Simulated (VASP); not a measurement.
Here is a VASP 6.6.1 calculation.

File INCAR:

```
PREC = Accurate
ENCUT = 520
EDIFF = 1E-6
ISMEAR = 0
SIGMA = 0.02
LREAL = Auto
LASPH = True
NELM = 60
ALGO = Normal
ISIF = 2
LWAVE = False
LCHARG = False
GGA = PE
NBANDS = 68
```

The input KPOINTS:

```
Automatic mesh
0
Gamma
  3 3 1
```

POSCAR

```
H3C5
1.0
    5.0487420000      0.0000000000      0.0000000000
    0.0000000000      5.0487420000      0.0000000000
    0.0000000000      0.0000000000     17.1355610000
H C
12 20
Direct
    0.4277867635      0.0000000000      0.0583581711
    0.0722132365      0.0000000000      0.0583581711
    0.9277867635      0.0000000000      0.0583581711
    0.5722132365      0.0000000000      0.0583581711
    0.4277867635      0.5000000000      0.0583581711
    0.0722132365      0.5000000000      0.0583581711
    0.9277867635      0.5000000000      0.0583581711
    0.5722132365      0.5000000000      0.0583581711
    0.7499850458      0.0606806606      0.3600518244
    0.2499993068      0.4973534001      0.3595365217
    0.7500161426      0.4188271058      0.3590808028
    0.7500060411      0.7420204875      0.3204945552
    0.2499999010      0.0000000000      0.0953981022
    0.7499999010      0.0000000000      0.0953981022
    0.2499999010      0.5000000000      0.0953981022
    0.7499999010      0.5000000000      0.0953981022
    0.2499999010      0.2499999010      0.1474828283
    0.7499999010      0.2499999010      0.1474828283
    0.2499999010      0.7499999010      0.1474828283
    0.7499999010      0.7499999010      0.1474828283
   -0.0049778737      0.2510084690      0.1976228266
    0.5049935212      0.2510118362      0.1976214844
    0.0060904281      0.7502623426      0.2012071271
    0.4939232387      0.7502631349      0.2012060183
    0.0029116164      0.0068632939      0.2535713304
    0.4970974948      0.0068755742      0.2535684709
    0.0009087412      0.4915808730      0.2530705589
    0.4991112638      0.4915818634      0.2530696836
    0.2500030701      0.0910319838      0.2977557023
    0.7500016836     -0.0034085719      0.2993617775
    0.2500084179      0.4123122156      0.3005486660
    0.7500145581      0.5060694327      0.3010525305
```

Potentials or basis: VASP PAW PBE potentials, release 64 (H, C).

Command:

```sh
$ cat potpaw_PBE.64/H/POTCAR potpaw_PBE.64/C/POTCAR > POTCAR
$ mpirun -np 1 vasp_std > vasp.out
```

(1) Estimate the largest force.

(2) What does it give for the band gap on the k mesh?

Answers

(1) 8.853 eV/Å.

(2) 0.28 eV (least direct gap 0.51 eV).
